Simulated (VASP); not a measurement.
Wanted: the native input for a VASP 6.6.1 run.

| Quantity | Value |
| --- | --- |
| Task | single point |
| Functional | PBE |
| Potentials or basis | VASP PAW PBE potentials, release 64 (Hg, Te) |
| Cutoff | 520 eV |
| k mesh | 12 × 12 × 12 |
| Occupations | gaussian, width 0.1 eV |
| Spin | no spin polarisation |
| Dipole correction | no |
| Further INCAR settings | ALGO = Normal; EDIFF = 1e-07; NBANDS = 16 |

The structure of HgTe lies in POSCAR:

```
HgTe
1.0
    0.0000000000      3.2145000000      3.2145000000
    3.2145000000      0.0000000000      3.2145000000
    3.2145000000      3.2145000000      0.0000000000
Hg Te
1 1
Direct
    0.0000000000      0.0000000000      0.0000000000
    0.2500000000      0.2500000000      0.2500000000
```

These files were run (other wordings do the same):

INCAR

```
SYSTEM = HgTe
PREC = Accurate
ENCUT = 520
EDIFF = 1E-7
ISMEAR = 0
SIGMA = 0.1
LREAL = .FALSE.
LASPH = .TRUE.
NELM = 60
ALGO = Normal
ISIF = 2
LWAVE = .FALSE.
LCHARG = .TRUE.
GGA = PE
LELF = .TRUE.
LVHAR = .TRUE.
NBANDS = 16
```

KPOINTS

```
Automatic mesh
0
G
  12 12 12
  0 0 0
```

Potentials or basis: VASP PAW PBE potentials, release 64 (Hg, Te).

The run is started by

```bash
$ cat potpaw_PBE.64/Hg/POTCAR potpaw_PBE.64/Te/POTCAR > POTCAR
$ mpirun -np 1 vasp_std > vasp.out
```

It gave:

| Item | Value |
| --- | --- |
| Pressure | 4.6 GPa |
| Band gap on the k mesh | zero (filled and empty bands touch) |

Caveat: the cell stands under pressure; semilocal functionals underestimate gaps, so a narrow gap can read as zero; spin-orbit coupling is left out, which moves the levels of the heavy elements.

Wall time 97 s on 1 thread of Intel Xeon 8259CL (shared host), peak memory 0.26 GiB.
